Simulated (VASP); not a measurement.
**Co: single point with LDA**

Co:

```
Co
1.0
     0.00000    1.71414    1.71414
     1.71414    0.00000    1.71414
     1.71414    1.71414    0.00000
Co
1
Direct
  0.00000 0.00000 0.00000
```

This isn't the form of Co at room conditions, which is hcp.

- Program: VASP 6.6.1
- Task: single point
- Functional: LDA
- Potentials or basis: VASP PAW LDA potentials, release 64 (Co)
- Cutoff: 520 eV
- k mesh: 26 × 26 × 26
- Occupations: fermi-dirac, width 0.05 eV
- Spin: collinear spin, ferromagnetic start
- Starting moments: [1.608] μB

```
Pressure                                              : -1.6 GPa
Net moment                                            : 1.53 μB per cell
Site moments                                          : Co +1.52 μB
Valence electrons inside the program's atomic spheres : Co 8.44
```

Levels at points of the mesh, in eV from the Fermi level:
Spin up:
```
           k point  band 2  band 3  band 4  band 5  band 6  band 7  band 8  band 9
(0.00, 0.00, 0.00)   -2.65   -2.65   -2.65   -1.36   -1.36   23.68   28.61   28.61
(0.50, 0.00, 0.00)   -2.75   -2.75   -0.39   -0.39   -0.26    6.96   22.25   26.23
(0.50, 0.50, 0.00)   -4.86   -0.46   -0.13   -0.13    2.71   10.55   15.68   15.68
```
Spin down:
```tsv
k point	band 1	band 2	band 3	band 4	band 5	band 6	band 7	band 8
(0.00, 0.00, 0.00)	-9.18	-1.27	-1.27	-1.27	0.24	0.24	23.73	28.85
(0.50, 0.00, 0.00)	-4.58	-1.34	-1.34	-0.07	1.22	1.22	7.92	22.29
(0.50, 0.50, 0.00)	-4.52	-3.73	1.21	1.46	1.46	2.94	11.42	15.97
```

It took 120 s on 1 thread of Intel(R) Xeon(R) Platinum 8259CL CPU @ 2.50GHz (Skylake/Cascade Lake), on a shared host, peak memory 0.21 GiB.
